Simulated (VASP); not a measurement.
# Pt (Im-3m) in VASP: further runs, part 2 of 2

VASP 6.6.1. Earlier steps stand in the parts before.

### Step 4. Single point, BLYP+D3(BJ)

This run uses another cell than the first one, of 15.52 Å³/atom, 1.031 times its volume.

INCAR reads:

```
PREC = Accurate
ENCUT = 520
EDIFF = 1E-6
ISMEAR = -1
SIGMA = 0.05
LREAL = F
LASPH = T
NELM = 100
ALGO = Normal
ISIF = 2
LWAVE = F
LCHARG = F
GGA = B5
ALDAX = 1.0
AGGAX = 1.0
AGGAC = 1.0
ALDAC = 0.0
IVDW = 12
VDW_S6 = 1.0
VDW_S8 = 2.6996
VDW_A1 = 0.4298
VDW_A2 = 4.2359
NBANDS = 11
```

KPOINTS reads:

```
regular mesh
0
Gamma
  12 12 12
```

POSCAR reads:

```
Pt
1.0
   -1.5713192223      1.5713192223      1.5713192223
    1.5713192223     -1.5713192223      1.5713192223
    1.5713192223      1.5713192223     -1.5713192223
Pt
1
Direct
    0.0000000000      0.0000000000      0.0000000000
```

Potentials or basis: VASP PAW PBE potentials, release 64 (Pt).

The run is started by

```sh
$ cat potpaw_PBE.64/Pt/POTCAR > POTCAR
$ mpirun -np 1 vasp_std > vasp.out
```

OUTCAR:

```text
PREC = Accurate
   ENCUT = 520
   EDIFF = 1E-6
   ISMEAR = -1
   LREAL = F
   LASPH = T
   NELM = 100
   ISIF = 2
   GGA = B5
   IVDW = 12
 IVDW          = 12

 ion  position               nearest neighbor table
   1  0.000  0.000  0.000-

  LATTYP: Found a body centered cubic cell.
 ALAT       =     3.1426384446

  Lattice vectors:

 A1 = (  -1.5713192223,   1.5713192223,   1.5713192223)
[... 515 lines left out ...]
      9      25.3222      0.00000
     10      35.6868      0.00000
     11      35.9287      0.00000

 [... further k-points ...]

------------------------ aborting loop because EDIFF is reached ----------------------------------------

 Edisp (eV)   -1.75804

 E8    (eV) :    -1.3209

  FORCE on cell =-STRESS in cart. coord.  units (eV):
  Direction    XX          YY          ZZ          XY          YZ          ZX
  --------------------------------------------------------------------------------------
  -------------------------------------------------------------------------------------
  Total       0.13754     0.13754     0.13754     0.00000    -0.00000    -0.00000
  in kB      14.19967    14.19967    14.19967     0.00000    -0.00000    -0.00000
  external pressure =       14.20 kB  Pullay stress =        0.00 kB

 VOLUME and BASIS-vectors are now :
 -----------------------------------------------------------------------------
  energy-cutoff  :      520.00
  volume of cell :       15.52
      direct lattice vectors                 reciprocal lattice vectors
    -1.571319222  1.571319222  1.571319222     0.000000000  0.318203961  0.318203961
     1.571319222 -1.571319222  1.571319222     0.318203961  0.000000000  0.318203961
     1.571319222  1.571319222 -1.571319222     0.318203961  0.318203961  0.000000000

 POSITION                                       TOTAL-FORCE (eV/Angst)
 -----------------------------------------------------------------------------------
      0.00000      0.00000      0.00000        -0.000000      0.000000     -0.000000
 -----------------------------------------------------------------------------------
    total drift:                                0.000000     -0.000000      0.000000

  FREE ENERGIE OF THE ION-ELECTRON SYSTEM (eV)
  ---------------------------------------------------
  free  energy   TOTEN  =        -6.6234948331 eV

  energy  without entropy=       -6.6174974107  energy(sigma->0) =       -6.62049612
```

OSZICAR:

```text
N       E                     dE             d eps       ncg     rms          rms(c)
DAV:   1     0.414196496075E+02    0.41420E+02   -0.53047E+03  1616   0.835E+02
DAV:   2    -0.457923127548E+01   -0.45999E+02   -0.43870E+02  1791   0.176E+02
DAV:   3    -0.520166701397E+01   -0.62244E+00   -0.62127E+00  1860   0.198E+01
DAV:   4    -0.520432370150E+01   -0.26567E-02   -0.26565E-02  1844   0.150E+00
DAV:   5    -0.520434623572E+01   -0.22534E-04   -0.22534E-04  1895   0.130E-01    0.112E+01
DAV:   6    -0.489707823875E+01    0.30727E+00   -0.72051E-01  1731   0.660E+00    0.579E+00
DAV:   7    -0.486815322425E+01    0.28925E-01   -0.97599E-02  1833   0.242E+00    0.225E+00
DAV:   8    -0.486553825647E+01    0.26150E-02   -0.31303E-03  1692   0.509E-01    0.378E-01
DAV:   9    -0.486544805085E+01    0.90206E-04   -0.39089E-05  1836   0.519E-02    0.267E-02
DAV:  10    -0.486545416112E+01   -0.61103E-05   -0.42644E-06  1832   0.207E-02    0.315E-03
DAV:  11    -0.486545429267E+01   -0.13155E-06   -0.25745E-08  1017   0.156E-03
   1 F= -.66234948E+01 E0= -.66204961E+01  d E =-.599742E-02
```

Wall time 10 s (1 thread of Intel Xeon Platinum 8259CL at 2.50GHz (Skylake/Cascade Lake), shared host); peak memory 0.14 GiB.

Results:

| Property | Result |
| --- | --- |
| Free energy | -6.6235 eV |
| Pressure | 1.4 GPa |
| Band gap on the k mesh | zero (band 5 reaches 12.16 eV, above the bottom of band 6 at 9.91 eV) |
| Dispersion energy per atom | -1.758 eV |

Levels at points of the mesh, in eV from the Fermi level:
```csv
k point,band 1,band 2,band 3,band 4,band 5,band 6,band 7,band 8,band 9,band 10
"(0.00, 0.00, 0.00)",-9.47,-3.54,-3.54,-3.54,-0.98,-0.98,17.42,17.42,17.42,27.81
"(0.50, 0.00, 0.00)",-6.62,-4.98,-1.17,-0.65,0.54,1.15,6.54,13.58,16.12,24.30
"(0.50, 0.50, 0.50)",-6.14,-6.14,0.61,0.61,0.61,7.95,7.95,7.95,13.04,19.75
```

Caveat: the PAW data sets were made with another functional, which shifts forces and pressure a little; spin-orbit coupling is left out, which moves the levels of the heavy elements; pairwise dispersion overbinds metals, which lowers pressure and volume.

### Step 5. Relaxation of cell and atoms, BLYP+D4

This run uses another cell than the first one, of 15.90 Å³/atom, 1.056 times its volume.

INCAR reads:

```
SYSTEM = Pt
PREC = Accurate ; ENCUT = 600
EDIFF = 1E-7 ; ISMEAR = -1
SIGMA = 0.05 ; LREAL = .False.
LASPH = .True. ; NELM = 60
ALGO = Normal ; ISIF = 3
LWAVE = .False. ; LCHARG = .False.
GGA = B5 ; ALDAX = 1.0
AGGAX = 1.0 ; AGGAC = 1.0
ALDAC = 0.0 ; IVDW = 13
VDW_S6 = 1.0 ; VDW_S8 = 2.34076671
VDW_A1 = 0.44488865 ; VDW_A2 = 4.0933009
IBRION = 2 ; NSW = 60
EDIFFG = -0.01
```

KPOINTS reads:

```
regular mesh
0
Gamma
  12 12 12
  0 0 0
```

POSCAR reads:

```
Pt
1.0
   -1.5842200000      1.5842200000      1.5842200000
    1.5842200000     -1.5842200000      1.5842200000
    1.5842200000      1.5842200000     -1.5842200000
Pt
1
Direct
    0.0000000000      0.0000000000      0.0000000000
```

The run is started by

```sh
$ cat potpaw_PBE.64/Pt/POTCAR > POTCAR
$ mpirun -np 1 vasp_std > vasp.out
```

Run time: 26 s. Hardware: 1 thread of Intel Xeon Platinum 8259CL at 2.50GHz (Skylake/Cascade Lake), shared host; peak memory 0.15 GiB.

The run converged. Its results:

```yaml
Free_energy: -6.3210 eV
Relaxed_volume: 15.89 Å³/atom
Relaxed_cell: a = 2.743 Å, b = 2.743 Å, c = 2.743 Å, α = 109.47°, β = 109.47°, γ = 109.47°
Space_group_after_relaxing_to_0.05_Å: Im-3m (No. 229)
Energy_gained_by_relaxing: 0.0 meV/atom
Ionic_steps: 3
Pressure_after_relaxing: -0.1 GPa
Band_gap_on_the_k_mesh: zero (band 5 reaches 11.69 eV, above the bottom of band 6 at 9.53 eV)
Dispersion_energy_per_atom: -1.416 eV
```

Final structure:
```
CELL_PARAMETERS angstrom
-1.58360 1.58360 1.58360
1.58360 -1.58360 1.58360
1.58360 1.58360 -1.58360
ATOMIC_POSITIONS crystal
Pt 0.00000 0.00000 0.00000
```

Levels at points of the mesh, in eV from the Fermi level:
```
           k point  band 2  band 3  band 4  band 5  band 6  band 7  band 8  band 9
(0.00, 0.00, 0.00)   -3.42   -3.42   -3.42   -0.94   -0.94   17.42   17.42   17.42
(0.50, 0.00, 0.00)   -4.81   -1.13   -0.64    0.60    1.10    6.33   13.57   15.91
(0.50, 0.50, 0.50)   -5.92    0.58    0.58    0.58    7.88    7.88    7.88   12.69
```

Caveat: the PAW data sets were made with another functional, which shifts forces and pressure a little; spin-orbit coupling is left out, which moves the levels of the heavy elements; pairwise dispersion overbinds metals, which lowers pressure and volume.

### Step 6. Overview

```csv
task,level,cell,cutoff (eV),gap on the mesh (eV),pressure (GPa)
single point,revPBE+D3(BJ),"a = 2.694 Å, angles 109.5°, 1 atom",520,none,-0.5
single point,revPBE+D4,"a = 2.706 Å, angles 109.5°, 1 atom",520,none,-0.5
single point,BLYP+D3(BJ),"a = 2.722 Å, angles 109.5°, 1 atom",520,none,1.4
relaxation of cell and atoms,BLYP+D4,"relaxed from a = 2.744 Å, angles 109.5°, 1 atom",600,none,-0.1
```

Alike in all rows: potentials or basis VASP PAW PBE potentials, release 64 (Pt); no spin polarisation; k mesh 12 × 12 × 12; smearing fermi-dirac 0.05 eV.

Caveats: the PAW data sets were made with another functional, which shifts forces and pressure a little; spin-orbit coupling is left out, which moves the levels of the heavy elements; pairwise dispersion overbinds metals, which lowers pressure and volume.

Absolute energies hang on the potentials; compare differences alone.
